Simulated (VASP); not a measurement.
A run of VASP 6.6.1:

INCAR

```
PREC = Accurate
ENCUT = 520
EDIFF = 1E-7
ISMEAR = -1
SIGMA = 0.05
LREAL = Auto
LASPH = T
NELM = 100
ALGO = Normal
ISIF = 2
LWAVE = F
LCHARG = T
GGA = PS
LELF = T
LVHAR = T
NBANDS = 58
```

The input KPOINTS:

```
regular mesh
0
Gamma
  2 2 3
```

The input POSCAR:

```
Na3B20
1.0
    2.8789540000     -9.4407170000      0.0000000000
    2.8789540000      9.4407170000      0.0000000000
    0.0000000000      0.0000000000      4.1921060000
Na B
3 20
Direct
    0.7054621664      0.4413085010     -0.0368788385
    0.3453473657      0.5882208678     -0.0541971028
    0.0286968936      0.0234748326      0.0484959111
    0.5156672860      0.5012298232      0.8142446780
    0.5137381897      0.5120857728      0.2055768628
    0.4482133998      0.0652022366      0.4709088940
    0.5598212118      0.9945975111      0.4872252753
    0.9810679275      0.5901971917      0.4469591179
    0.0210379449      0.4289518778      0.5127494391
    0.2904024374      0.0601762798      0.4466251569
    0.7173236027      0.9600911806      0.4946916896
    0.9720203736      0.7780944250      0.4617726746
    0.0231753901      0.2518550550      0.5264179866
    0.2426489539      0.7394438478      0.4572403465
    0.7465951225      0.2699893731      0.5011562208
    0.1558650142      0.8303264984      0.7427293108
    0.8247914770      0.1672354884      0.8008623828
    0.1564284089      0.8254559838      0.1698191792
    0.8231978700      0.1659808387      0.2042410187
    0.4209780940      0.3222779635      0.4926402147
    0.5883234630      0.6999569332      0.5102685858
    0.7382419250      0.6727913878      0.5355303516
    0.2917187053      0.3798793821      0.5117237016
```

Potentials or basis: VASP PAW PBE potentials, release 64 (Na_pv, B).

Run with:

```console
$ cat potpaw_PBE.64/Na_pv/POTCAR potpaw_PBE.64/B/POTCAR > POTCAR
$ mpirun -np 1 vasp_std > vasp.out
```

Hardware: 1 thread of AMD EPYC 7R43 64-Core Processor (Zen 3) (shared host).

Task: Estimate the wall time of this run.

Result: Wall time 8.3 min on 1 thread of AMD EPYC 7R43 64-Core Processor (Zen 3) (shared host), peak memory 0.42 GiB. Counts: scf iterations 16, k points 8.
